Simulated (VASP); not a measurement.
Set up this calculation in VASP 6.6.1, as the native input.

| Property | Result |
| --- | --- |
| Task | single point |
| Functional | PBE |
| Potentials or basis | VASP PAW PBE potentials, release 64 (Tl_d) |
| Cutoff | 520 eV |
| k mesh | 13 × 13 × 13 |
| Occupations | fermi-dirac, width 0.08 eV |
| Spin | no spin polarisation |
| Dipole correction | no |
| Further INCAR settings | ALGO = Normal; EDIFF = 1e-06; NBANDS = 20 |

The structure of Tl lies in POSCAR:

```
Tl
1.0
   -2.7675539444      2.7675539444      1.4797679970
    2.7675539444     -2.7675539444      1.4797679970
    2.7675539444      2.7675539444     -1.4797679970
Tl
2
Direct
   -0.3750000000     -0.1250000000     -0.2500000000
    0.3750000000      0.1250000000      0.2500000000
```

One way to write it, as run:

INCAR

```
  PREC = Accurate
  ENCUT = 520
  EDIFF = 1E-6
  ISMEAR = -1
  SIGMA = 0.08
  LREAL = F
  LASPH = T
  NELM = 100
  ALGO = Normal
  ISIF = 2
  LWAVE = F
  LCHARG = F
  GGA = PE
  NBANDS = 20
```

KPOINTS

```
regular mesh
0
Gamma
  13 13 13
```

Potentials or basis: VASP PAW PBE potentials, release 64 (Tl_d).

Command:

```console
$ cat potpaw_PBE.64/Tl_d/POTCAR > POTCAR
$ mpirun -np 1 vasp_std > vasp.out
```

It gave:

```yaml
Pressure: 25.2 GPa
Band_gap_on_the_k_mesh: zero (bands 13 and 14 overlap by 7.47 eV)
```

Caveat: the cell stands under pressure; spin-orbit coupling is left out, which moves the levels of the heavy elements.

Run time: 3.7 min on 1 thread of Oxide Virtual Turin-like Processor, with other jobs on the host, peak memory 0.24 GiB.
